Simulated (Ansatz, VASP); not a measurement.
**Ti2Te3Pt in VASP and in Ansatz**

The input INCAR:

```
  ALGO = Normal
  EDIFF = 1E-7
  ENCUT = 520
  GGA = PE
  ISIF = 2
  ISMEAR = 0
  LASPH = True
  LCHARG = False
  LREAL = False
  LWAVE = False
  NBANDS = 35
  NELM = 60
  PREC = Accurate
  SIGMA = 0.1
```

The input KPOINTS:

```
k-points
0
Gamma
  3 3 3
```

File POSCAR:

```
Ti2Te3Pt
1.0
    3.2701821400      1.8880405400      4.5623933400
   -3.2701821400      1.8880405400      4.5623933400
    0.0000000000     -3.7760810700      4.5623933400
Ti Te Pt
2 3 1
Direct
    0.1821695900      0.1821695900      0.1821695900
    0.5892774100      0.5892774100      0.5892774100
    0.1110473800      0.5846207800      0.1110473800
    0.1110473800      0.1110473800      0.5846207800
    0.5846207800      0.1110473800      0.1110473800
    0.4269718400      0.4269718400      0.4269718400
```

Input for Ansatz:

```yaml
crystal:
  lattice:
    - [3.27018214, 1.88804054, 4.56239334]
    - [-3.27018214, 1.88804054, 4.56239334]
    - [0.0, -3.77608107, 4.56239334]
  atoms:
    - { symbol: Ti, position: [0.18216959, 0.18216959, 0.18216959] }
    - { symbol: Ti, position: [0.58927741, 0.58927741, 0.58927741] }
    - { symbol: Te, position: [0.11104738, 0.58462078, 0.11104738] }
    - { symbol: Te, position: [0.11104738, 0.11104738, 0.58462078] }
    - { symbol: Te, position: [0.58462078, 0.11104738, 0.11104738] }
    - { symbol: Pt, position: [0.42697184, 0.42697184, 0.42697184] }
basis:
  ecutwfc: 420
kpoints:
  mp_grid: { grid: [3, 3, 3] }
hamiltonian:
  xc: pbe
scf:
  occupations: { method: gaussian, width: 0.1 }
  lower_state_search: "off"
output:
  forces: true
  stress: true
  eigenvalues: true
```

Alike in both runs: task single point; functional PBE; k mesh 3 × 3 × 3; occupations gaussian, width 0.1 eV; no spin polarisation.

|  | VASP | Ansatz |
| --- | --- | --- |
| version | VASP 6.6.1 | Ansatz 0.2.0 |
| potentials or method | VASP PAW PBE potentials, release 64 (Ti_sv, Te, Pt), cutoff 520 eV | scalar-relativistic, plane waves, PAW |
| valence electrons in the cell | 52 | 90 |

|  | VASP | Ansatz | Ansatz less VASP |
| --- | --- | --- | --- |
| gap on the k mesh at the Fermi level (eV) | none | none | - |
| pressure (GPa) | 21.1 | 21.2 | +0.13 |
| traceless stress, the component that is largest in VASP (GPa) | -3.50 | -3.60 | -0.105 |
| rms of the force components (eV/Å) | 5.565 | 5.610 | +0.0443 |

Atom by atom the forces differ by 0.057 eV/Å (rms over components). A gap of «none» marks a metal or a gap that the smearing closes. VASP's potentials hold 52 valence electrons a cell and Ansatz's 90, so a difference there can come from the potentials and not from the codes.

The k mesh is coarse, so the values compare programs but aren't converged. Neither program's run includes spin-orbit coupling.
